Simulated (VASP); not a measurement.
# WS2 (Tungstenite) (P6_3/mmc) in VASP: further runs

The runs below take WS2 (Tungstenite) through single point, with PBE.

Program: VASP 6.6.1. These are calculated values, not measurements. Logs are shortened: lines on timing, memory, paths and dates and some standing lists are left out, and cuts for length are marked.

## (1) The cell of the first run

The structure is hexagonal, space group P6_3/mmc (No. 194). The conventional cell has a = 3.180 Å, b = 3.180 Å, c = 12.375 Å, α = 90.00°, β = 90.00°, γ = 120.00°. Within 3.2 Å of W (site symmetry -6m2) lie 6 S at 2.40 Å and 6 W at 3.18 Å. S (site symmetry 3m) has 3 W at 2.40 Å and 7 S at 3.09 to 3.18 Å within 3.2 Å.

## (2) Single point, PBE

File INCAR:

```
SYSTEM = WS2
  PREC = Accurate
  ENCUT = 520
  EDIFF = 1E-7
  ISMEAR = -1
  SIGMA = 0.05
  LREAL = .False.
  LASPH = .True.
  NELM = 80
  ALGO = Normal
  ISIF = 2
  LWAVE = .False.
  LCHARG = .True.
  GGA = PE
  LELF = .True.
  LVHAR = .True.
  NBANDS = 35
```

File KPOINTS:

```
Automatic mesh
0
Gamma
  8 8 2
  0 0 0
```

File POSCAR:

```
WS2
1.0
    3.1800000000      0.0000000000      0.0000000000
   -1.5900000000      2.7539607840      0.0000000000
    0.0000000000      0.0000000000     12.3750000000
W S
2 4
Direct
    0.6666666667      0.3333333333      0.7500000000
    0.3333333333      0.6666666667      0.2500000000
    0.6666666667      0.3333333333      0.3750000000
    0.3333333333      0.6666666667      0.8750000000
    0.6666666667      0.3333333333      0.1250000000
    0.3333333333      0.6666666667      0.6250000000
```

Potentials or basis: VASP PAW PBE potentials, release 64 (W_sv, S).

Command:

```sh
$ cat potpaw_PBE.64/W_sv/POTCAR potpaw_PBE.64/S/POTCAR > POTCAR
$ mpirun -np 1 vasp_std > vasp.out
```

OUTCAR:

```text
SYSTEM = WS2
   PREC = Accurate
   ENCUT = 520
   EDIFF = 1E-7
   ISMEAR = -1
   LREAL = .False.
   LASPH = .True.
   NELM = 80
   ISIF = 2
   GGA = PE

 ion  position               nearest neighbor table
   1  0.667  0.333  0.750-   4 2.40   6 2.40   4 2.40   6 2.40   4 2.40   6 2.40
   2  0.333  0.667  0.250-   3 2.40   5 2.40   3 2.40   5 2.40   3 2.40   5 2.40
   3  0.667  0.333  0.375-   2 2.40   2 2.40   2 2.40
   4  0.333  0.667  0.875-   1 2.40   1 2.40   1 2.40
   5  0.667  0.333  0.125-   2 2.40   2 2.40   2 2.40
   6  0.333  0.667  0.625-   1 2.40   1 2.40   1 2.40

  LATTYP: Found a hexagonal cell.
 ALAT       =     3.1800000000
 C/A-ratio  =     3.8915094340

  Lattice vectors:

 A1 = (   3.1800000000,   0.0000000000,   0.0000000000)
 A2 = (  -1.5900000000,   2.7539607840,   0.0000000000)
 A3 = (   0.0000000000,   0.0000000000,  12.3750000000)

Analysis of symmetry for initial positions (statically):
=====================================================================
 Subroutine PRICEL returns:
 Original cell was already a primitive cell.

 Routine SETGRP: Setting up the symmetry group for a
 hexagonal supercell.

 Subroutine GETGRP returns: Found 24 space group operations
 (whereof 12 operations were pure point group operations)
 out of a pool of 24 trial point group operations.

The static configuration has the point symmetry D_3d.
 The point group associated with its full space group is D_6h.

Analysis of symmetry for dynamics (positions and initial velocities):
=====================================================================
 Subroutine PRICEL returns:
 Original cell was already a primitive cell.

 Routine SETGRP: Setting up the symmetry group for a
 hexagonal supercell.

 Subroutine GETGRP returns: Found 24 space group operations
 (whereof 12 operations were pure point group operations)
 out of a pool of 24 trial point group operations.

The dynamic configuration has the point symmetry D_3d.
 The point group associated with its full space group is D_6h.

 Subroutine INISYM returns: Found 24 space group operations
 (whereof 12 operations are pure point group operations),
 and found     1 'primitive' translations

----------------------------------------------------------------------------------------

                                     Primitive cell

  volume of cell :     108.3752

  direct lattice vectors                    reciprocal lattice vectors
     3.180000000  0.000000000  0.000000000     0.314465409  0.181556688  0.000000000
    -1.590000000  2.753960784  0.000000000     0.000000000  0.363113377  0.000000000
     0.000000000  0.000000000 12.375000000     0.000000000  0.000000000  0.080808081

  length of vectors
     3.180000000  3.180000000 12.375000000     0.363113377  0.363113377  0.080808081

  position of ions in fractional coordinates (direct lattice)
     0.666666667  0.333333333  0.750000000
     0.333333333  0.666666667  0.250000000
     0.666666667  0.333333333  0.375000000
     0.333333333  0.666666667  0.875000000
     0.666666667  0.333333333  0.125000000
     0.333333333  0.666666667  0.625000000

  ion indices of the primitive-cell ions
   primitive index   ion index
                 1           1
                 2           2
                 3           3
                 4           4
                 5           5
                 6           6

----------------------------------------------------------------------------------------

 KPOINTS: Automatic mesh

Automatic generation of k-mesh.
 Grid dimensions read from file:
 generate k-points for:    8    8    2

 Generating k-lattice:

  Cartesian coordinates                     Fractional coordinates (reciprocal lattice)
     0.039308176  0.022694586  0.000000000     0.125000000  0.000000000  0.000000000
     0.000000000  0.045389172  0.000000000     0.000000000  0.125000000  0.000000000
     0.000000000  0.000000000  0.040404040     0.000000000  0.000000000  0.500000000

  Length of vectors
     0.045389172  0.045389172  0.040404040

  Shift w.r.t. Gamma in fractional coordinates (k-lattice)
     0.000000000  0.000000000  0.000000000

 Subroutine IBZKPT returns following result:
 ===========================================

 Found     20 irreducible k-points:

 Following reciprocal coordinates:
            Coordinates               Weight
  0.000000  0.000000  0.000000      1.000000
  0.125000  0.000000  0.000000      6.000000
  0.250000  0.000000  0.000000      6.000000
  0.375000 -0.000000  0.000000      6.000000
  0.500000  0.000000  0.000000      3.000000
  0.125000  0.125000  0.000000      6.000000
[... 12 lines left out ...]
  0.250000  0.250000  0.500000      6.000000
  0.375000  0.250000  0.500000      6.000000
   k-points           NKPTS =     20   k-points in BZ     NKDIM =     20   number of bands    NBANDS=     35
   number of dos      NEDOS =    301   number of ions     NIONS =      6
   total plane-waves  NPLWV =  55296
   dimension x,y,z NGX =    24 NGY =   24 NGZ =   96
   dimension x,y,z NGXF=    48 NGYF=   48 NGZF=  192
   ions per type =               2   4
   NGX,Y,Z   is equivalent  to a cutoff of  12.55, 12.55, 12.90 a.u.
   NGXF,Y,Z  is equivalent  to a cutoff of  25.09, 25.09, 25.79 a.u.
 SYSTEM =  WS2
   PREC   = accura    normal or accurate (medium, high low for compatibility)
   ISTART =      0    job   : 0-new  1-cont  2-samecut
   ICHARG =      2    charge: 1-file 2-atom 10-const
   ISPIN  =      1    spin polarized calculation?
   LNONCOLLINEAR =      F non collinear calculations
   LSORBIT =      F    spin-orbit coupling
   LASPH  =      T    aspherical Exc in radial PAW
   ENCUT  =  520.0 eV  38.22 Ry    6.18 a.u.   5.91  5.91 23.01*2*pi/ulx,y,z
   NELM   =     80;   NELMIN=  2; NELMDL= -5     # of ELM steps
   EDIFF  = 0.1E-06   stopping-criterion for ELM
   LREAL  =      F    real-space projection
   EDIFFG = 0.1E-05   stopping-criterion for IOM
   NSW    =      0    number of steps for IOM
   IBRION =     -1    ionic relax: 0-MD 1-quasi-New 2-CG
   NFREE  =      0    steps in history (QN), initial steepest desc. (CG)
   ISIF   =      2    stress and relaxation
   ISYM   =      2    0-nonsym 1-usesym 2-fastsym
   POTIM  = 0.5000    time-step for ionic-motion
   TEBEG  =    0.0;   TEEND  =   0.0 temperature during run
   PSTRESS=    0.0 pullay stress
   NELECT =      52.0000    total number of electrons
   NUPDOWN=      -1.0000    fix difference up-down
   EMIN   =  10.00;   EMAX   =-10.00  energy-range for DOS
   EFERMI =   0.00;   METHOD = LEGACY
   ISMEAR =    -1;   SIGMA  =   0.05  broadening in eV -4-tet -1-fermi 0-gaus
   EFERMI_NEDOS =   21; number of points for ismear=-14 and -15
   IALGO  =     38    algorithm
   IMIX   =      4    mixing-type and parameters
     AMIX     =   0.40;   BMIX     =  1.00
     AMIX_MAG =   1.60;   BMIX_MAG =  1.00
  volume/ion in A,a.u.               =      18.06       121.89
  Fermi-wavevector in a.u.,A,eV,Ry     =   1.281640  2.421948 22.348931  1.642600
  Thomas-Fermi vector in A             =   2.413998
   LORBIT       =      0    0 simple, 1 ext, 2 COOP (PROOUT), +10 PAW based schemes
   GGA     = PE    functional components
   LHFCALC =     F    Hartree Fock is set to
   AEXX    =    0.0000 exact exchange contribution
   IVDW    =     0    specifies the selected vdW correction
   LEPSILON=     F    determine dielectric tensor
   LRPA    =     F    only Hartree local field effects (RPA)
 non-spin polarized calculation
  energy-cutoff  :      520.00
  volume of cell :      108.38
 maximum number of plane-waves:      2944
 NGX is ok and might be reduce to    24
   NGX = 11   NGY = 11   NGZ = 47

 number of electron      52.0000003 magnetization

 Free energy of the ion-electron system (eV)
  ---------------------------------------------------
  ext. energy  EPLUGINS =         0.00000000
  ---------------------------------------------------
  free energy    TOTEN  =       -47.24597770 eV

  energy without entropy =      -47.24597701  energy(sigma->0) =      -47.24597736

 E-fermi :   7.8363     XC(G=0): -10.8249

 val. band max:        7.3226309235   @ k =   0.0000   0.0000   0.0000
 cond. band min:       8.4823715336   @ k =   0.2500   0.1250   0.0000
 fundamental gap:      1.1597406101
 Fermi energy:         7.8363354153

 k-point     1 :       0.0000    0.0000    0.0000
  band No.  band energies     occupation
      1     -67.3788      2.00000
      2     -67.3788      2.00000
      3     -31.6249      2.00000
      4     -31.6249      2.00000
      5     -31.4805      2.00000
      6     -31.4805      2.00000
[... 27 lines left out ...]
     34       9.8021      0.00000
     35      11.8663      0.00000

 k-point     2 :       0.1250    0.0000    0.0000
  band No.  band energies     occupation
      1     -67.3763      2.00000
      2     -67.3762      2.00000
      3     -31.6157      2.00000
      4     -31.6157      2.00000
      5     -31.5313      2.00000
      6     -31.5313      2.00000
[... 27 lines left out ...]
     34       9.9975      0.00000
     35      12.9509      0.00000

 k-point     3 :       0.2500    0.0000    0.0000
  band No.  band energies     occupation
      1     -67.3702      2.00000
      2     -67.3702      2.00000
      3     -31.6521      2.00000
      4     -31.6520      2.00000
      5     -31.5935      2.00000
      6     -31.5935      2.00000
[... 27 lines left out ...]
     34      10.8746      0.00000
     35      14.0484      0.00000
[... 571 lines left out ...]
 k-point    19 :       0.2500    0.2500    0.5000
  band No.  band energies     occupation
      1     -67.3617      2.00000
      2     -67.3617      2.00000
      3     -31.7566      2.00000
      4     -31.7566      2.00000
      5     -31.6246      2.00000
      6     -31.6246      2.00000
[... 27 lines left out ...]
     34      11.8056      0.00000
     35      13.6847      0.00000

 k-point    20 :       0.3750    0.2500    0.5000
  band No.  band energies     occupation
      1     -67.3600      2.00000
      2     -67.3600      2.00000
      3     -31.7605      2.00000
      4     -31.7605      2.00000
      5     -31.6638      2.00000
      6     -31.6638      2.00000
[... 27 lines left out ...]
     34      11.9421      0.00000
     35      13.2626      0.00000

------------------------ aborting loop because EDIFF is reached ----------------------------------------

  FORCE on cell =-STRESS in cart. coord.  units (eV):
  Direction    XX          YY          ZZ          XY          YZ          ZX
  --------------------------------------------------------------------------------------
  -------------------------------------------------------------------------------------
  Total        1.8544786      1.8544786      4.4463599     -0.0000000     -0.0000000      0.0000000
  in kB       27.4158890     27.4158890     65.7332514     -0.0000000     -0.0000000      0.0000000
  external PRESSURE =      40.1883431 kB  Pullay stress =       0.0000000 kB

 VOLUME and BASIS-vectors are now :
 -----------------------------------------------------------------------------
  energy-cutoff  :      520.00
  volume of cell :      108.38
      direct lattice vectors                 reciprocal lattice vectors
     3.180000000  0.000000000  0.000000000     0.314465409  0.181556688  0.000000000
    -1.590000000  2.753960784  0.000000000     0.000000000  0.363113377  0.000000000
     0.000000000  0.000000000 12.375000000     0.000000000  0.000000000  0.080808081

 POSITION                                       TOTAL-FORCE (eV/Angst)
 -----------------------------------------------------------------------------------
      1.59000      0.91799      9.28125        -0.000000      0.000000     -0.000000
     -0.00000      1.83597      3.09375         0.000000     -0.000000     -0.000000
      1.59000      0.91799      4.64062         0.000000     -0.000000      0.439938
     -0.00000      1.83597     10.82812        -0.000000     -0.000000      0.439938
      1.59000      0.91799      1.54688         0.000000      0.000000     -0.439938
     -0.00000      1.83597      7.73438        -0.000000      0.000000     -0.439938
 -----------------------------------------------------------------------------------
    total drift:                               -0.000000      0.000000     -0.000000

  FREE ENERGIE OF THE ION-ELECTRON SYSTEM (eV)
  ---------------------------------------------------
  free  energy   TOTEN  =       -47.2459777021 eV

  energy  without entropy=      -47.2459770087  energy(sigma->0) =      -47.24597736
```

Run time: 2.8 min. Hardware: 1 thread of AMD EPYC 7R13, shared host; peak memory 0.22 GiB.

Results:

```yaml
Free_energy: -47.2460 eV
Pressure: 4.0 GPa
Largest_force: 0.440 eV/Å
Band_gap_on_the_k_mesh: 1.16 eV, indirect (least direct gap 2.16 eV)
```

Forces in eV/Å, atoms in the order of the input:
```
W    0.000  0.000  0.000
W    0.000  0.000  0.000
S    0.000  0.000  0.440
S    0.000  0.000  0.440
S    0.000  0.000 -0.440
S    0.000  0.000 -0.440
```

Stress tensor (GPa, compression positive):
```
2.74 0.00 0.00
0.00 2.74 0.00
0.00 0.00 6.57
```

Caveat: spin-orbit coupling is left out, which moves the levels of the heavy elements; this functional lacks dispersion, which binds the layers, so the pressure and a relaxed spacing across them are unreliable. A k mesh can miss the band edges.

## (3) Single point, PBE

This run uses another cell than the first one, of 18.24 Å³/atom, 1.010 times its volume.

File INCAR:

```
SYSTEM = WS2
PREC = Accurate
ENCUT = 520
EDIFF = 1E-6
ISMEAR = -1
SIGMA = 0.05
LREAL = .False.
LASPH = .True.
NELM = 60
ALGO = Normal
ISIF = 2
LWAVE = .False.
LCHARG = .True.
GGA = PE
LELF = .True.
LVHAR = .True.
NBANDS = 35
```

KPOINTS is that of step 2.

Changes to POSCAR since step 2:

```diff
@@ -4,3 +4,3 @@
    -1.5900000000      2.7539607840      0.0000000000
-    0.0000000000      0.0000000000     12.3750000000
+    0.0000000000      0.0000000000     12.5000000000
 W S
```

Potentials or basis: VASP PAW PBE potentials, release 64 (W_sv, S).

Command:

```sh
$ cat potpaw_PBE.64/W_sv/POTCAR potpaw_PBE.64/S/POTCAR > POTCAR
$ mpirun -np 1 vasp_std > vasp.out
```

OUTCAR:

```text
SYSTEM = WS2
   PREC = Accurate
   ENCUT = 520
   EDIFF = 1E-6
   ISMEAR = -1
   LREAL = .False.
   LASPH = .True.
   NELM = 60
   ISIF = 2
   GGA = PE

 ion  position               nearest neighbor table
   1  0.667  0.333  0.750-   4 2.41   6 2.41   4 2.41   6 2.41   4 2.41   6 2.41
   2  0.333  0.667  0.250-   3 2.41   5 2.41   3 2.41   5 2.41   3 2.41   5 2.41
   3  0.667  0.333  0.375-   2 2.41   2 2.41   2 2.41
   4  0.333  0.667  0.875-   1 2.41   1 2.41   1 2.41
   5  0.667  0.333  0.125-   2 2.41   2 2.41   2 2.41
   6  0.333  0.667  0.625-   1 2.41   1 2.41   1 2.41

  LATTYP: Found a hexagonal cell.
 ALAT       =     3.1800000000
 C/A-ratio  =     3.9308176101

  Lattice vectors:

 A1 = (   3.1800000000,   0.0000000000,   0.0000000000)
 A2 = (  -1.5900000000,   2.7539607840,   0.0000000000)
 A3 = (   0.0000000000,   0.0000000000,  12.5000000000)

Analysis of symmetry for initial positions (statically):
=====================================================================
 Subroutine PRICEL returns:
[... 179 lines left out ...]
 cond. band min:       8.3243495011   @ k =   0.2500   0.1250   0.0000
 fundamental gap:      1.2040419145
 Fermi energy:         7.6564858385

 k-point     1 :       0.0000    0.0000    0.0000
  band No.  band energies     occupation
      1     -67.5161      2.00000
      2     -67.5161      2.00000
      3     -31.7552      2.00000
      4     -31.7552      2.00000
      5     -31.6063      2.00000
      6     -31.6063      2.00000
[... 749 lines left out ...]
     34      11.7680      0.00000
     35      13.0743      0.00000

------------------------ aborting loop because EDIFF is reached ----------------------------------------

  FORCE on cell =-STRESS in cart. coord.  units (eV):
  Direction    XX          YY          ZZ          XY          YZ          ZX
  --------------------------------------------------------------------------------------
  -------------------------------------------------------------------------------------
  Total        1.1124195      1.1124195      2.3778257     -0.0000000      0.0000000      0.0000000
  in kB       16.2811212     16.2811212     34.8013201     -0.0000000      0.0000000      0.0000000
  external PRESSURE =      22.4545208 kB  Pullay stress =       0.0000000 kB

 VOLUME and BASIS-vectors are now :
 -----------------------------------------------------------------------------
  energy-cutoff  :      520.00
  volume of cell :      109.47
      direct lattice vectors                 reciprocal lattice vectors
     3.180000000  0.000000000  0.000000000     0.314465409  0.181556688  0.000000000
    -1.590000000  2.753960784  0.000000000     0.000000000  0.363113377  0.000000000
     0.000000000  0.000000000 12.500000000     0.000000000  0.000000000  0.080000000

 POSITION                                       TOTAL-FORCE (eV/Angst)
 -----------------------------------------------------------------------------------
      1.59000      0.91799      9.37500         0.000000     -0.000000      0.000000
     -0.00000      1.83597      3.12500        -0.000000      0.000000      0.000000
      1.59000      0.91799      4.68750         0.000000      0.000000      0.132047
     -0.00000      1.83597     10.93750         0.000000     -0.000000      0.132047
      1.59000      0.91799      1.56250         0.000000      0.000000     -0.132047
     -0.00000      1.83597      7.81250        -0.000000     -0.000000     -0.132047
 -----------------------------------------------------------------------------------
    total drift:                               -0.000000      0.000000     -0.000000

  FREE ENERGIE OF THE ION-ELECTRON SYSTEM (eV)
  ---------------------------------------------------
  free  energy   TOTEN  =       -47.2807236067 eV

  energy  without entropy=      -47.2807231506  energy(sigma->0) =      -47.28072338
```

OSZICAR:

```text
N       E                     dE             d eps       ncg     rms          rms(c)
DAV:   1     0.512036531454E+03    0.51204E+03   -0.28501E+04  1520   0.148E+03
DAV:   2    -0.162487061448E+02   -0.52829E+03   -0.50989E+03  1614   0.406E+02
DAV:   3    -0.491888440729E+02   -0.32940E+02   -0.31865E+02  1706   0.964E+01
DAV:   4    -0.500169402984E+02   -0.82810E+00   -0.82430E+00  1709   0.160E+01
DAV:   5    -0.500341020875E+02   -0.17162E-01   -0.17146E-01  1686   0.243E+00    0.375E+01
DAV:   6    -0.476412688320E+02    0.23928E+01   -0.85383E+00  1587   0.195E+01    0.161E+01
DAV:   7    -0.474154604615E+02    0.22581E+00   -0.25610E+00  1541   0.835E+00    0.670E+00
DAV:   8    -0.472808037754E+02    0.13466E+00   -0.37854E-01  1600   0.424E+00    0.208E+00
DAV:   9    -0.472832410828E+02   -0.24373E-02   -0.47624E-02  1697   0.113E+00    0.111E+00
DAV:  10    -0.472812040353E+02    0.20370E-02   -0.24351E-02  1666   0.994E-01    0.375E-01
DAV:  11    -0.472807111867E+02    0.49285E-03   -0.42760E-03  1544   0.394E-01    0.180E-01
DAV:  12    -0.472806931467E+02    0.18040E-04   -0.17723E-04  1604   0.763E-02    0.695E-02
DAV:  13    -0.472807213542E+02   -0.28208E-04   -0.30644E-05  1557   0.311E-02    0.530E-02
DAV:  14    -0.472807241283E+02   -0.27741E-05   -0.21968E-05  1600   0.272E-02    0.304E-02
DAV:  15    -0.472807236067E+02    0.52162E-06   -0.36119E-06  1462   0.127E-02
   1 F= -.47280724E+02 E0= -.47280723E+02  d E =-.456133E-06
```

stdout:

```text
POSCAR found type information on POSCAR W S
 POSCAR found :  2 types and       6 ions
 scaLAPACK will be used
 LDA part: xc-table for (Slater+PW92), standard interpolation
 POSCAR, INCAR and KPOINTS ok, starting setup
 FFT: planning ... GRIDC
 FFT: planning ... GRID_SOFT
 FFT: planning ... GRID
 WAVECAR not read
 entering main loop
```

It took 2.7 min on 1 thread of AMD EPYC 7R13, shared host; peak memory 0.22 GiB.

What came out:

- Free energy: -47.2807 eV
- Pressure: 2.2 GPa
- Largest force: 0.132 eV/Å
- Band gap on the k mesh: 1.20 eV, indirect (least direct gap 2.19 eV)

Forces on the atoms (eV/Å):
```
W    0.000  0.000  0.000
W    0.000  0.000  0.000
S    0.000  0.000  0.132
S    0.000  0.000  0.132
S    0.000  0.000 -0.132
S    0.000  0.000 -0.132
```

Caveat: spin-orbit coupling is left out, which moves the levels of the heavy elements; this functional lacks dispersion, which binds the layers, so the pressure and a relaxed spacing across them are unreliable. A k mesh can miss the band edges.

(Continued in part 2 of 2.)
